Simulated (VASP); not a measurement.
# PbSe (Fm-3m) in VASP: single point with HSE06

Aim: the single point of PbSe with HSE06.

All numbers are computed with VASP 6.6.1; they aren't measurements. Logs are shortened: lines on timing, memory, paths and dates and some standing lists are left out, and cuts for length are marked.

## (1) The cell of the first run

Symmetry: Fm-3m, No. 225, cubic system. The conventional cell has a = 5.908 Å, b = 5.908 Å, c = 5.908 Å, α = 90.00°, β = 90.00°, γ = 90.00°. Within 3.9 Å of Pb (site symmetry m-3m) lie 6 Se at 2.95 Å. Within 3.9 Å of Se (site symmetry m-3m) lie 6 Pb at 2.95 Å.

## (2) Single point, HSE06 (strain -3.8%)

Contents of POSCAR:

```
PbSe
1.0
    0.0000000000      2.9539620758      2.9539620758
    2.9539620758      0.0000000000      2.9539620758
    2.9539620758      2.9539620758      0.0000000000
Pb Se
1 1
Direct
    0.0000000000      0.0000000000      0.0000000000
    0.5000000000      0.5000000000      0.5000000000
```

Contents of INCAR.step1:

```
SYSTEM = PbSe
PREC = Accurate ; ENCUT = 520
EDIFF = 1E-5 ; ISMEAR = -1
SIGMA = 0.02 ; LREAL = .False.
LASPH = .True. ; NELM = 80
ALGO = Normal ; ISIF = 2
LWAVE = .True. ; NBANDS = 17
GGA = PE
```

Contents of INCAR.step2:

```
SYSTEM = PbSe
PREC = Accurate ; ENCUT = 520
EDIFF = 1E-6 ; ISMEAR = -1
SIGMA = 0.02 ; LREAL = .False.
LASPH = .True. ; NELM = 80
ALGO = Normal ; ISIF = 2
LWAVE = .False. ; LCHARG = .True.
GGA = PE ; LHFCALC = .True.
HFSCREEN = 0.2079 ; PRECFOCK = Normal
LELF = .True. ; LVHAR = .True.
NBANDS = 17 ; ISTART = 1
```

Contents of KPOINTS:

```
regular mesh
0
Gamma
  6 6 6
  0 0 0
```

Potentials or basis: VASP PAW PBE potentials, release 64 (Pb_d, Se).

Command:

```console
> cat potpaw_PBE.64/Pb_d/POTCAR potpaw_PBE.64/Se/POTCAR > POTCAR
> cp INCAR.step1 INCAR
> mpirun -np 1 vasp_std > vasp.out
> cp INCAR.step2 INCAR
> mpirun -np 1 vasp_std > vasp.out
```

OUTCAR:

```text
SYSTEM = PbSe
   PREC = Accurate
   ENCUT = 520
   EDIFF = 1E-6
   ISMEAR = -1
   LREAL = .False.
   LASPH = .True.
   NELM = 80
   ISIF = 2
   GGA = PE
   LHFCALC = .True.
   HFSCREEN = 0.2079
   PRECFOCK = Normal
   ISTART = 1

 ion  position               nearest neighbor table
   1  0.000  0.000  0.000-   2 2.95   2 2.95   2 2.95   2 2.95   2 2.95   2 2.95
   2  0.500  0.500  0.500-   1 2.95   1 2.95   1 2.95   1 2.95   1 2.95   1 2.95

  LATTYP: Found a face centered cubic cell.
 ALAT       =     5.9079241516

  Lattice vectors:

 A1 = (   0.0000000000,   2.9539620758,   2.9539620758)
 A2 = (   2.9539620758,   0.0000000000,   2.9539620758)
 A3 = (   2.9539620758,   2.9539620758,   0.0000000000)

Analysis of symmetry for initial positions (statically):
=====================================================================
 Subroutine PRICEL returns:
 Original cell was already a primitive cell.

 Routine SETGRP: Setting up the symmetry group for a
 face centered cubic supercell.

 Subroutine GETGRP returns: Found 48 space group operations
 (whereof 48 operations were pure point group operations)
 out of a pool of 48 trial point group operations.

The static configuration has the point symmetry O_h .

Analysis of symmetry for dynamics (positions and initial velocities):
=====================================================================
 Subroutine PRICEL returns:
 Original cell was already a primitive cell.

 Routine SETGRP: Setting up the symmetry group for a
 face centered cubic supercell.

 Subroutine GETGRP returns: Found 48 space group operations
 (whereof 48 operations were pure point group operations)
 out of a pool of 48 trial point group operations.

The dynamic configuration has the point symmetry O_h .

 Subroutine INISYM returns: Found 48 space group operations
 (whereof 48 operations are pure point group operations),
 and found     1 'primitive' translations

----------------------------------------------------------------------------------------

                                     Primitive cell

  volume of cell :      51.5519

  direct lattice vectors                    reciprocal lattice vectors
     0.000000000  2.953962076  2.953962076    -0.169264191  0.169264191  0.169264191
     2.953962076  0.000000000  2.953962076     0.169264191 -0.169264191  0.169264191
     2.953962076  2.953962076  0.000000000     0.169264191  0.169264191 -0.169264191

  length of vectors
     4.177533230  4.177533230  4.177533230     0.293174178  0.293174178  0.293174178

  position of ions in fractional coordinates (direct lattice)
     0.000000000  0.000000000  0.000000000
     0.500000000  0.500000000  0.500000000

  ion indices of the primitive-cell ions
   primitive index   ion index
                 1           1
                 2           2

----------------------------------------------------------------------------------------

 KPOINTS: regular mesh

Automatic generation of k-mesh.
 Grid dimensions read from file:
 generate k-points for:    6    6    6

 Generating k-lattice:

  Cartesian coordinates                     Fractional coordinates (reciprocal lattice)
    -0.028210698  0.028210698  0.028210698     0.166666667  0.000000000  0.000000000
     0.028210698 -0.028210698  0.028210698     0.000000000  0.166666667  0.000000000
     0.028210698  0.028210698 -0.028210698     0.000000000  0.000000000  0.166666667

  Length of vectors
     0.048862363  0.048862363  0.048862363

  Shift w.r.t. Gamma in fractional coordinates (k-lattice)
     0.000000000  0.000000000  0.000000000

 Subroutine IBZKPT returns following result:
 ===========================================

 Found     16 irreducible k-points:

 Following reciprocal coordinates:
            Coordinates               Weight
  0.000000  0.000000  0.000000      1.000000
  0.166667  0.000000  0.000000      8.000000
  0.333333  0.000000  0.000000      8.000000
  0.500000  0.000000  0.000000      4.000000
  0.166667  0.166667  0.000000      6.000000
  0.333333  0.166667  0.000000     24.000000
[... 8 lines left out ...]
 -0.333333  0.333333  0.166667     24.000000
 -0.333333  0.500000  0.166667     12.000000
   k-points           NKPTS =     16   k-points in BZ     NKDIM =    216   number of bands    NBANDS=     17
   number of dos      NEDOS =    301   number of ions     NIONS =      2
   total plane-waves  NPLWV =  32768
   dimension x,y,z NGX =    32 NGY =   32 NGZ =   32
   dimension x,y,z NGXF=    64 NGYF=   64 NGZF=   64
   ions per type =               1   1
   NGX,Y,Z   is equivalent  to a cutoff of  12.73, 12.73, 12.73 a.u.
   NGXF,Y,Z  is equivalent  to a cutoff of  25.47, 25.47, 25.47 a.u.
 SYSTEM =  PbSe
   PREC   = accura    normal or accurate (medium, high low for compatibility)
   ISTART =      1    job   : 0-new  1-cont  2-samecut
   ICHARG =      0    charge: 1-file 2-atom 10-const
   ISPIN  =      1    spin polarized calculation?
   LNONCOLLINEAR =      F non collinear calculations
   LSORBIT =      F    spin-orbit coupling
   LASPH  =      T    aspherical Exc in radial PAW
   ENCUT  =  520.0 eV  38.22 Ry    6.18 a.u.   7.77  7.77  7.77*2*pi/ulx,y,z
   NELM   =     80;   NELMIN=  2; NELMDL=  0     # of ELM steps
   EDIFF  = 0.1E-05   stopping-criterion for ELM
   LREAL  =      F    real-space projection
   EDIFFG = 0.1E-04   stopping-criterion for IOM
   NSW    =      0    number of steps for IOM
   IBRION =     -1    ionic relax: 0-MD 1-quasi-New 2-CG
   NFREE  =      0    steps in history (QN), initial steepest desc. (CG)
   ISIF   =      2    stress and relaxation
   ISYM   =      3    0-nonsym 1-usesym 2-fastsym
   POTIM  = 0.5000    time-step for ionic-motion
   TEBEG  =    0.0;   TEEND  =   0.0 temperature during run
   PSTRESS=    0.0 pullay stress
   NELECT =      20.0000    total number of electrons
   NUPDOWN=      -1.0000    fix difference up-down
   EMIN   =  10.00;   EMAX   =-10.00  energy-range for DOS
   EFERMI =   0.00;   METHOD = LEGACY
   ISMEAR =    -1;   SIGMA  =   0.02  broadening in eV -4-tet -1-fermi 0-gaus
   EFERMI_NEDOS =   21; number of points for ismear=-14 and -15
   IALGO  =     38    algorithm
   IMIX   =      1    mixing-type and parameters
     AMIX     =   0.40;   BMIX     =  1.00
     AMIX_MAG =   1.60;   BMIX_MAG =  1.00
  volume/ion in A,a.u.               =      25.78       173.94
  Fermi-wavevector in a.u.,A,eV,Ry     =   1.193997  2.256327 19.396859  1.425629
  Thomas-Fermi vector in A             =   2.329998
   LORBIT       =      0    0 simple, 1 ext, 2 COOP (PROOUT), +10 PAW based schemes
   GGA     = PE    functional components
   LHFCALC =     T    Hartree Fock is set to
   PRECFOCK=normal    Normal, Fast or Accurate (Low or Medium for compatibility)
   ENCUT4O =  -1.0   cutoff for four orbital integrals eV
   NKREDX  =     1    reduce k-point grid by
   NKREDY  =     1    reduce k-point grid by
   NKREDZ  =     1    reduce k-point grid by
   AEXX    =    0.2500 exact exchange contribution
   HFSCREEN=    0.2079 screening length (either q_TF or 0.3 A-1)
   HFSCREENC=   0.2079 screening length for correlation (either q_TF or 0.3 A-1)
   ENCUTFOCK=  -1.0 apply spherical cutoff to Coloumb kernel
   IVDW    =     0    specifies the selected vdW correction
   LEPSILON=     F    determine dielectric tensor
   LRPA    =     F    only Hartree local field effects (RPA)
 non-spin polarized calculation
  energy-cutoff  :      520.00
  volume of cell :       51.55
 maximum number of plane-waves:      1411
  NGX = 24; NGY = 24; NGZ = 24

 number of electron      19.9999997 magnetization

 Free energy of the ion-electron system (eV)
  ---------------------------------------------------
  ext. energy  EPLUGINS =         0.00000000
  ---------------------------------------------------
  free energy    TOTEN  =        -9.56440422 eV

  energy without entropy =       -9.56436448  energy(sigma->0) =       -9.56438435

 E-fermi :   6.4858     XC(G=0):  -8.3231

 val. band max:        6.3760778207   @ k =   0.5000   0.0000   0.0000
 cond. band min:       6.5954353699   @ k =   0.5000   0.0000   0.0000
 fundamental gap:      0.2193575492
 Fermi energy:         6.4857565959

 k-point     1 :       0.0000    0.0000    0.0000
  band No.  band energies     occupation
      1     -12.6549      2.00000
      2     -12.6549      2.00000
      3     -12.6393      2.00000
      4     -12.6393      2.00000
      5     -12.6393      2.00000
      6      -9.9002      2.00000
[... 9 lines left out ...]
     16      13.0905      0.00000
     17      14.6771      0.00000

 k-point     2 :       0.1667    0.0000    0.0000
  band No.  band energies     occupation
      1     -12.6649      2.00000
      2     -12.6649      2.00000
      3     -12.6387      2.00000
      4     -12.6284      2.00000
      5     -12.6284      2.00000
      6      -9.6266      2.00000
[... 9 lines left out ...]
     16      13.7769      0.00000
     17      16.9155      0.00000

 k-point     3 :       0.3333    0.0000    0.0000
  band No.  band energies     occupation
      1     -12.6874      2.00000
      2     -12.6874      2.00000
      3     -12.6389      2.00000
      4     -12.6040      2.00000
      5     -12.6040      2.00000
      6      -8.9281      2.00000
[... 9 lines left out ...]
     16      15.4115      0.00000
     17      19.5848      0.00000

 k-point     4 :       0.5000    0.0000    0.0000
  band No.  band energies     occupation
      1     -12.6988      2.00000
      2     -12.6987      2.00000
      3     -12.6394      2.00000
      4     -12.5915      2.00000
      5     -12.5915      2.00000
      6      -8.4328      2.00000
[... 9 lines left out ...]
     16      17.1583      0.00000
     17      17.5392      0.00000

 k-point     5 :       0.1667    0.1667    0.0000
  band No.  band energies     occupation
      1     -12.6932      2.00000
      2     -12.6478      2.00000
      3     -12.6464      2.00000
      4     -12.6234      2.00000
      5     -12.6234      2.00000
      6      -9.5220      2.00000
[... 9 lines left out ...]
     16      15.1097      0.00000
     17      16.3425      0.00000

 k-point     6 :       0.3333    0.1667    0.0000
  band No.  band energies     occupation
      1     -12.7340      2.00000
      2     -12.6581      2.00000
      3     -12.6456      2.00000
      4     -12.6097      2.00000
      5     -12.6002      2.00000
      6      -8.9340      2.00000
[... 9 lines left out ...]
     16      16.4694      0.00000
     17      18.4927      0.00000

 k-point     7 :       0.5000    0.1667    0.0000
  band No.  band energies     occupation
      1     -12.7464      2.00000
      2     -12.6795      2.00000
      3     -12.6347      2.00000
      4     -12.6035      2.00000
      5     -12.5880      2.00000
      6      -8.2920      2.00000
[... 9 lines left out ...]
     16      17.4234      0.00000
     17      17.9861      0.00000

 k-point     8 :      -0.3333    0.1667    0.0000
  band No.  band energies     occupation
      1     -12.7212      2.00000
      2     -12.6894      2.00000
      3     -12.6303      2.00000
      4     -12.6041      2.00000
      5     -12.6003      2.00000
      6      -8.4742      2.00000
[... 9 lines left out ...]
     16      16.9037      0.00000
     17      18.4497      0.00000
[... 43 lines left out ...]
      1     -12.8471      2.00000
      2     -12.6552      2.00000
      3     -12.6428      2.00000
      4     -12.5853      2.00000
      5     -12.5787      2.00000
      6      -7.9790      2.00000
[... 9 lines left out ...]
     16      18.3065      0.00000
     17      19.3241      0.00000

 k-point    12 :      -0.3333    0.3333    0.0000
  band No.  band energies     occupation
      1     -12.7992      2.00000
      2     -12.6677      2.00000
      3     -12.6308      2.00000
      4     -12.6035      2.00000
      5     -12.5872      2.00000
      6      -7.9533      2.00000
[... 9 lines left out ...]
     16      16.9375      0.00000
     17      18.9937      0.00000

 k-point    13 :       0.5000    0.5000    0.0000
  band No.  band energies     occupation
      1     -12.8964      2.00000
      2     -12.6680      2.00000
      3     -12.6264      2.00000
      4     -12.5715      2.00000
      5     -12.5715      2.00000
      6      -7.8009      2.00000
[... 9 lines left out ...]
     16      19.6820      0.00000
     17      19.8956      0.00000

 k-point    14 :       0.5000    0.3333    0.1667
  band No.  band energies     occupation
      1     -12.7813      2.00000
      2     -12.6629      2.00000
      3     -12.6412      2.00000
      4     -12.6001      2.00000
      5     -12.5902      2.00000
      6      -8.3283      2.00000
[... 9 lines left out ...]
     16      17.4067      0.00000
     17      17.9261      0.00000

 k-point    15 :      -0.3333    0.3333    0.1667
  band No.  band energies     occupation
      1     -12.7981      2.00000
      2     -12.6706      2.00000
      3     -12.6232      2.00000
      4     -12.6163      2.00000
      5     -12.5804      2.00000
      6      -7.9526      2.00000
[... 9 lines left out ...]
     16      18.5830      0.00000
     17      18.7509      0.00000

 k-point    16 :      -0.3333    0.5000    0.1667
  band No.  band energies     occupation
      1     -12.8498      2.00000
      2     -12.6509      2.00000
      3     -12.6455      2.00000
      4     -12.5973      2.00000
      5     -12.5716      2.00000
      6      -7.7834      2.00000
[... 9 lines left out ...]
     16      19.2917      0.00000
     17      19.8939      0.00000

------------------------ aborting loop because EDIFF is reached ----------------------------------------

  FORCE on cell =-STRESS in cart. coord.  units (eV):
  Direction    XX          YY          ZZ          XY          YZ          ZX
  --------------------------------------------------------------------------------------
  -------------------------------------------------------------------------------------
  Total        2.7989485      2.7989485      2.7989485      0.0000000      0.0000000     -0.0000000
  in kB       86.9882808     86.9882808     86.9882808      0.0000000      0.0000000     -0.0000000
  external PRESSURE =      86.9882808 kB  Pullay stress =       0.0000000 kB

 VOLUME and BASIS-vectors are now :
 -----------------------------------------------------------------------------
  energy-cutoff  :      520.00
  volume of cell :       51.55
      direct lattice vectors                 reciprocal lattice vectors
     0.000000000  2.953962076  2.953962076    -0.169264191  0.169264191  0.169264191
     2.953962076  0.000000000  2.953962076     0.169264191 -0.169264191  0.169264191
     2.953962076  2.953962076  0.000000000     0.169264191  0.169264191 -0.169264191

 POSITION                                       TOTAL-FORCE (eV/Angst)
 -----------------------------------------------------------------------------------
      0.00000      0.00000      0.00000         0.000000      0.000000      0.000000
      2.95396      2.95396      2.95396        -0.000000     -0.000000     -0.000000
 -----------------------------------------------------------------------------------
    total drift:                               -0.000002     -0.000002      0.000000

  FREE ENERGIE OF THE ION-ELECTRON SYSTEM (eV)
  ---------------------------------------------------
  free  energy   TOTEN  =        -9.5644042240 eV

  energy  without entropy=       -9.5643644838  energy(sigma->0) =       -9.56438435
```

Run time: 1.6 h. Hardware: 1 thread of Oxide Virtual Turin-like, shared host; peak memory 0.27 GiB.

What came out:

```yaml
Free_energy: -9.5644 eV
Pressure: 8.7 GPa
Band_gap_on_the_k_mesh: 0.22 eV
```

Levels at points of the mesh, in eV from the valence-band top:
| k point | band 8 | band 9 | band 10 | band 11 | band 12 | band 13 |
| --- | --- | --- | --- | --- | --- | --- |
| (0.00, 0.00, 0.00) | -2.94 | -2.94 | -2.94 | 5.54 | 5.54 | 5.54 |
| (0.50, 0.00, 0.00) | -2.41 | -2.41 | 0.00 | 0.22 | 1.69 | 1.69 |
| (0.50, 0.50, 0.00) | -6.81 | -4.63 | -4.63 | 3.48 | 6.72 | 6.72 |

Caveat: the cell differs from its parent crystal (strain -3.8%); the cell stands under pressure; the PAW data sets were made with another functional, which shifts forces and pressure a little; spin-orbit coupling is left out, which moves the levels of the heavy elements. A k mesh can miss the band edges.
